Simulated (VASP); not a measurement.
# SrO (Fm-3m) in VASP: notebook

SrO is run at these levels: revPBE+D3(BJ), BLYP+D4, SVWN5, BLYP+D3(BJ); tasks: single point.

All numbers are computed with VASP 6.6.1; they aren't measurements. Logs are shortened: lines on timing, memory, paths and dates and some standing lists are left out, and cuts for length are marked.

### Step 1. The cell of the first run

It takes space group Fm-3m (No. 225, cubic). Conventional cell: a = 5.098 Å, b = 5.098 Å, c = 5.098 Å, α = 90.00°, β = 90.00°, γ = 90.00°. Within 3.4 Å of Sr (site symmetry m-3m) lie 6 O at 2.55 Å. O (site symmetry m-3m) has 6 Sr at 2.55 Å within 3.4 Å.

### Step 2. Single point, revPBE+D3(BJ)

The input, INCAR:

```
SYSTEM = SrO
PREC = Accurate
ENCUT = 520
EDIFF = 1E-6
ISMEAR = -1
SIGMA = 0.05
LREAL = .False.
LASPH = .True.
NELM = 100
ALGO = Normal
ISIF = 2
LWAVE = .False.
LCHARG = .False.
GGA = RE
IVDW = 12
NBANDS = 15
```

The input, KPOINTS:

```
Automatic mesh
0
Gamma
  9 9 9
  0 0 0
```

The input, POSCAR:

```
SrO
1.0
    0.0000000000      2.5490759911      2.5490759911
    2.5490759911      0.0000000000      2.5490759911
    2.5490759911      2.5490759911      0.0000000000
Sr O
1 1
Direct
    0.5000000000      0.5000000000      0.5000000000
    0.0000000000      0.0000000000      0.0000000000
```

Potentials or basis: VASP PAW PBE potentials, release 64 (Sr_sv, O).

Launch:

```
cat potpaw_PBE.64/Sr_sv/POTCAR potpaw_PBE.64/O/POTCAR > POTCAR
mpirun -np 1 vasp_std > vasp.out
```

OUTCAR:

```text
SYSTEM = SrO
   PREC = Accurate
   ENCUT = 520
   EDIFF = 1E-6
   ISMEAR = -1
   LREAL = .False.
   LASPH = .True.
   NELM = 100
   ISIF = 2
   GGA = RE
   IVDW = 12
 IVDW          = 12

 ion  position               nearest neighbor table
   1  0.500  0.500  0.500-   2 2.55   2 2.55   2 2.55   2 2.55   2 2.55   2 2.55
   2  0.000  0.000  0.000-   1 2.55   1 2.55   1 2.55   1 2.55   1 2.55   1 2.55

  LATTYP: Found a face centered cubic cell.
 ALAT       =     5.0981519822

  Lattice vectors:

 A1 = (   0.0000000000,   2.5490759911,   2.5490759911)
 A2 = (   2.5490759911,   0.0000000000,   2.5490759911)
 A3 = (   2.5490759911,   2.5490759911,   0.0000000000)

Analysis of symmetry for initial positions (statically):
=====================================================================
 Subroutine PRICEL returns:
 Original cell was already a primitive cell.

 Routine SETGRP: Setting up the symmetry group for a
 face centered cubic supercell.

 Subroutine GETGRP returns: Found 48 space group operations
[... 9 lines left out ...]

 Routine SETGRP: Setting up the symmetry group for a
 face centered cubic supercell.

 Subroutine GETGRP returns: Found 48 space group operations
[... 11 lines left out ...]
                                     Primitive cell

  volume of cell :      33.1267

  direct lattice vectors                    reciprocal lattice vectors
     0.000000000  2.549075991  2.549075991    -0.196149507  0.196149507  0.196149507
     2.549075991  0.000000000  2.549075991     0.196149507 -0.196149507  0.196149507
     2.549075991  2.549075991  0.000000000     0.196149507  0.196149507 -0.196149507

  length of vectors
     3.604937838  3.604937838  3.604937838     0.339740913  0.339740913  0.339740913

  position of ions in fractional coordinates (direct lattice)
     0.500000000  0.500000000  0.500000000
     0.000000000  0.000000000  0.000000000

  ion indices of the primitive-cell ions
   primitive index   ion index
                 1           1
                 2           2

----------------------------------------------------------------------------------------

 KPOINTS: Automatic mesh

Automatic generation of k-mesh.
 Grid dimensions read from file:
 generate k-points for:    9    9    9

 Generating k-lattice:

  Cartesian coordinates                     Fractional coordinates (reciprocal lattice)
    -0.021794390  0.021794390  0.021794390     0.111111111  0.000000000  0.000000000
     0.021794390 -0.021794390  0.021794390     0.000000000  0.111111111  0.000000000
     0.021794390  0.021794390 -0.021794390     0.000000000  0.000000000  0.111111111

  Length of vectors
     0.037748990  0.037748990  0.037748990

[... 63 lines left out ...]
   PSTRESS=    0.0 pullay stress
   NELECT =      16.0000    total number of electrons
   NUPDOWN=      -1.0000    fix difference up-down
   EMIN   =  10.00;   EMAX   =-10.00  energy-range for DOS
   EFERMI =   0.00;   METHOD = LEGACY
   ISMEAR =    -1;   SIGMA  =   0.05  broadening in eV -4-tet -1-fermi 0-gaus
   EFERMI_NEDOS =   21; number of points for ismear=-14 and -15
   IALGO  =     38    algorithm
   IMIX   =      4    mixing-type and parameters
     AMIX     =   0.40;   BMIX     =  1.00
     AMIX_MAG =   1.60;   BMIX_MAG =  1.00
  volume/ion in A,a.u.               =      16.56       111.78
  Fermi-wavevector in a.u.,A,eV,Ry     =   1.284464  2.427286 22.447553  1.649849
  Thomas-Fermi vector in A             =   2.416656
   LORBIT       =      0    0 simple, 1 ext, 2 COOP (PROOUT), +10 PAW based schemes
   GGA     = RE    functional components
   LHFCALC =     F    Hartree Fock is set to
   AEXX    =    0.0000 exact exchange contribution
   IVDW    =    12    specifies the selected vdW correction
   LEPSILON=     F    determine dielectric tensor
   LRPA    =     F    only Hartree local field effects (RPA)
 non-spin polarized calculation
  energy-cutoff  :      520.00
  volume of cell :       33.13
 maximum number of plane-waves:       908
   NGX = 13   NGY = 13   NGZ = 13

 number of electron      15.9999995 magnetization

 Free energy of the ion-electron system (eV)
  ---------------------------------------------------
  ext. energy  EPLUGINS =         0.00000000
  ---------------------------------------------------
  free energy    TOTEN  =       -11.38877520 eV

  energy without entropy =      -11.38877520  energy(sigma->0) =      -11.38877520

 E-fermi :   2.9092     XC(G=0):  -9.9651

 val. band max:        1.9177207957   @ k =   0.0000   0.0000   0.0000
 cond. band min:       5.3119069078   @ k =   0.4444   0.4444   0.0000
 fundamental gap:      3.3941861121
 Fermi energy:         2.9092156455

 k-point     1 :       0.0000    0.0000    0.0000
  band No.  band energies     occupation
      1     -30.4533      2.00000
      2     -13.2750      2.00000
      3     -12.0702      2.00000
      4     -12.0702      2.00000
      5     -12.0702      2.00000
      6       1.9177      2.00000
      7       1.9177      2.00000
      8       1.9177      2.00000
      9       6.2201      0.00000
     10       8.2308      0.00000
     11       8.2308      0.00000
     12       8.2308      0.00000
     13      10.4126      0.00000
     14      10.4126      0.00000
[... 401 lines left out ...]
      2     -13.5436      2.00000
      3     -12.7539      2.00000
      4     -12.4481      2.00000
      5     -12.4481      2.00000
      6       1.4183      2.00000
      7       1.8387      2.00000
      8       1.8387      2.00000
      9       5.3119      0.00000
     10       9.8483      0.00000
     11      12.1627      0.00000
     12      12.6380      0.00000
     13      13.0182      0.00000
     14      13.0182      0.00000
     15      16.4586      0.00000

 [... further k-points ...]

------------------------ aborting loop because EDIFF is reached ----------------------------------------

 Edisp (eV)   -0.90697

 E8    (eV) :    -0.6580

  FORCE on cell =-STRESS in cart. coord.  units (eV):
  Direction    XX          YY          ZZ          XY          YZ          ZX
  --------------------------------------------------------------------------------------
  -------------------------------------------------------------------------------------
  Total       0.78545     0.78545     0.78545     0.00000     0.00000    -0.00000
  in kB      37.98859    37.98859    37.98859     0.00000     0.00000    -0.00000
  external pressure =       37.99 kB  Pullay stress =        0.00 kB

 VOLUME and BASIS-vectors are now :
 -----------------------------------------------------------------------------
  energy-cutoff  :      520.00
  volume of cell :       33.13
      direct lattice vectors                 reciprocal lattice vectors
     0.000000000  2.549075991  2.549075991    -0.196149507  0.196149507  0.196149507
     2.549075991  0.000000000  2.549075991     0.196149507 -0.196149507  0.196149507
     2.549075991  2.549075991  0.000000000     0.196149507  0.196149507 -0.196149507

 POSITION                                       TOTAL-FORCE (eV/Angst)
 -----------------------------------------------------------------------------------
      2.54908      2.54908      2.54908         0.000000      0.000000      0.000000
      0.00000      0.00000      0.00000        -0.000000     -0.000000     -0.000000
 -----------------------------------------------------------------------------------
    total drift:                                0.000000      0.000000      0.000000

  FREE ENERGIE OF THE ION-ELECTRON SYSTEM (eV)
  ---------------------------------------------------
  free  energy   TOTEN  =       -12.2957428362 eV

  energy  without entropy=      -12.2957428361  energy(sigma->0) =      -12.29574284
```

Wall time 20 s (1 thread of AMD EPYC 7R43 (Zen 3), shared host); peak memory 0.14 GiB.

What came out:

- Free energy: -12.2957 eV
- Pressure: 3.8 GPa
- Band gap on the k mesh: 3.39 eV, indirect (least direct gap 3.47 eV)
- Dispersion energy per atom: -0.453 eV

Caveat: the PAW data sets were made with another functional, which shifts forces and pressure a little.

### Step 3. Single point, BLYP+D4

This run uses another cell than the first one, of 16.23 Å³/atom, 0.980 times its volume.

The input, INCAR:

```
SYSTEM = SrO
AGGAC    = 1.0          
AGGAX    = 1.0          
ALDAC    = 0.0          
ALDAX    = 1.0          
ALGO     = Normal         ! electronic algorithm
EDIFF    = 1E-6           ! SCF threshold, eV
ENCUT    = 520            ! plane-wave cutoff, eV
GGA      = B5             ! functional
ISIF     = 2              ! what is computed and relaxed
ISMEAR   = -1             ! smearing method
IVDW     = 13             ! dispersion correction
LASPH    = .True.         ! aspherical terms in the spheres
LCHARG   = .False.        ! write CHGCAR
LREAL    = .False.        ! projectors in reciprocal space
LWAVE    = .False.        ! write WAVECAR
NBANDS   = 15             ! bands
NELM     = 60             ! most SCF steps
PREC     = Accurate       ! precision mode
SIGMA    = 0.05           ! smearing width, eV
VDW_A1   = 0.44488865   
VDW_A2   = 4.0933009    
VDW_S6   = 1.0          
VDW_S8   = 2.34076671
```

The input, KPOINTS:

```
k-points
0
Gamma
  9 9 9
  0 0 0
```

The input, POSCAR:

```
SrO
1.0
    0.0000000000      2.5316160185      2.5316160185
    2.5316160185      0.0000000000      2.5316160185
    2.5316160185      2.5316160185      0.0000000000
Sr O
1 1
Direct
    0.5000000000      0.5000000000      0.5000000000
    0.0000000000      0.0000000000      0.0000000000
```

Potentials or basis: VASP PAW PBE potentials, release 64 (Sr_sv, O).

Launch:

```
cat potpaw_PBE.64/Sr_sv/POTCAR potpaw_PBE.64/O/POTCAR > POTCAR
mpirun -np 1 vasp_std > vasp.out
```

Wall time 34 s (1 thread of AMD EPYC 7R43 (Zen 3), shared host); peak memory 0.12 GiB.

It converged, with:

| Item | Value |
| --- | --- |
| Free energy | -12.0238 eV |
| Pressure | 8.1 GPa |
| Band gap on the k mesh | 3.42 eV, indirect (least direct gap 3.48 eV) |
| Dispersion energy per atom | -0.327 eV |

Levels at points of the mesh, in eV from the valence-band top:
| k point | band 5 | band 6 | band 7 | band 8 | band 9 | band 10 | band 11 | band 12 |
| --- | --- | --- | --- | --- | --- | --- | --- | --- |
| (0.00, 0.00, 0.00) | -13.89 | 0.00 | 0.00 | 0.00 | 4.57 | 6.32 | 6.32 | 6.32 |

Caveat: the PAW data sets were made with another functional, which shifts forces and pressure a little.

(Part 1 of 2 ends here.)
